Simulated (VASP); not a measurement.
Crystal: Cu.

```xyz
1
Lattice="0.0000 1.8100 1.8100 1.8100 0.0000 1.8100 1.8100 1.8100 0.0000" Properties=species:S:1:pos:R:3 pbc="T T T"
Cu    0.0000    0.0000    0.0000
```

| Quantity | Value |
| --- | --- |
| Program | VASP 6.6.1 |
| Task | relaxation of cell and atoms |
| Functional | LDA |
| Potentials or basis | VASP PAW LDA potentials, release 64 (Cu) |
| Cutoff | 600 eV |
| k mesh | 12 × 12 × 12 |
| Occupations | gaussian, width 0.1 eV |
| Spin | no spin polarisation |

At the start: pressure -12.3 GPa; volume 11.86 Å³/atom.

Question: How do energy, volume and symmetry change on relaxing?

Answer: Over 3 steps the energy falls by 38.7 meV/atom and the volume is 10.94 Å³/atom (-7.8 %); space group Fm-3m (No. 225, to 0.1 Å) before and after.

Step by step:
```tsv
step	energy change (eV)	largest force (eV/Å)	pressure (GPa)	volume (Å³)
1	0.0000	0.0000	-12.28	11.86
2	-0.0199	0.0000	11.24	10.37
3	-0.0387	0.0000	-0.07	10.94
```

Final structure:
```
Cu
1.0
     0.00000    1.76173    1.76173
     1.76173    0.00000    1.76173
     1.76173    1.76173    0.00000
Cu
1
Cartesian
  0.0000 0.0000 0.0000
```
